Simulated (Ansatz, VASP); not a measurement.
## As: VASP beside Ansatz

```
CELL_PARAMETERS angstrom
3.34297 0.00000 0.00000
0.00000 3.32477 0.00000
0.00000 0.00000 4.12515
ATOMIC_POSITIONS crystal
As 0.00000 0.00000 0.64530
As 0.50000 0.50000 0.35470
```

Alike in both runs: functional PBE; k mesh 20 × 12 × 16; occupations gaussian, width 0.1 eV; no spin polarisation.

Ansatz relaxed the structure, and its values are those at the end. VASP's run is a single point on that final structure, the one shown.

```csv
,VASP,Ansatz
version,VASP 6.6.1,Ansatz 0.2.0
potentials or method,"VASP PAW PBE potentials, release 64 (As), cutoff 520 eV","scalar-relativistic, plane waves, PAW"
valence electrons in the cell,10,30
```

```tsv
	VASP	Ansatz	Ansatz less VASP
gap on the k mesh at the Fermi level (eV)	none	none	-
pressure (GPa)	0.2	0.0	-0.18
rms of the force components (eV/Å)	0.018	0.000	-0.0174
```

A gap of «none» marks a metal or a gap that the smearing closes. With one functional, cell and mesh, what is left measures potentials, basis and numerics. VASP's potentials hold 10 valence electrons a cell and Ansatz's 30, so a difference there can come from the potentials and not from the codes.
